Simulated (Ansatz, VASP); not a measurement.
# BaS in VASP and in Ansatz

Contents of INCAR:

```
SYSTEM = BaS
PREC = Accurate
ENCUT = 500
EDIFF = 1E-6
ISMEAR = 0
SIGMA = 0.02
LREAL = .FALSE.
LASPH = .TRUE.
NELM = 120
ALGO = Normal
ISIF = 2
LWAVE = .FALSE.
LCHARG = .FALSE.
GGA = PE
NBANDS = 15
GGA_COMPAT = .FALSE.
```

The input KPOINTS:

```
Automatic mesh
0
G
  8 8 8
  0 0 0
```

File POSCAR:

```
BaS
1.0
    0.0000000000      2.9146272918      2.9146272918
    2.9146272918      0.0000000000      2.9146272918
    2.9146272918      2.9146272918      0.0000000000
Ba S
1 1
Direct
    0.0000000000      0.0000000000      0.0000000000
    0.5000000000      0.5000000000      0.5000000000
```

Input for Ansatz:

```yaml
crystal:
  lattice:
    - [0.0, 2.9146272918, 2.9146272918]
    - [2.9146272918, 0.0, 2.9146272918]
    - [2.9146272918, 2.9146272918, 0.0]
  atoms:
    - { symbol: Ba, position: [0.0, 0.0, 0.0] }
    - { symbol: S, position: [0.5, 0.5, 0.5] }
basis:
  ecutwfc: 420
kpoints:
  mp_grid: { grid: [8, 8, 8] }
hamiltonian:
  xc: pbe
scf:
  occupations: { method: gaussian, width: 0.02 }
output:
  forces: true
  stress: true
  eigenvalues: true
  populations: true
```

Alike in both runs: task single point; functional PBE; k mesh 8 × 8 × 8; occupations gaussian, width 0.02 eV; no spin polarisation.

|  | VASP | Ansatz |
| --- | --- | --- |
| version | VASP 6.6.1 | Ansatz 0.2.0 |
| potentials or method | VASP PAW PBE potentials, release 64 (Ba_sv, S), cutoff 500 eV | scalar-relativistic, plane waves, PAW |
| valence electrons in the cell | 16 | 16 |

```csv
,VASP,Ansatz,Ansatz less VASP
gap on the k mesh at the Fermi level (eV),1.25,1.32,+0.072
least direct gap on the mesh (eV),1.25,1.32,+0.072
pressure (GPa),25.2,23.5,-1.64
```

Neither program's run includes spin-orbit coupling.
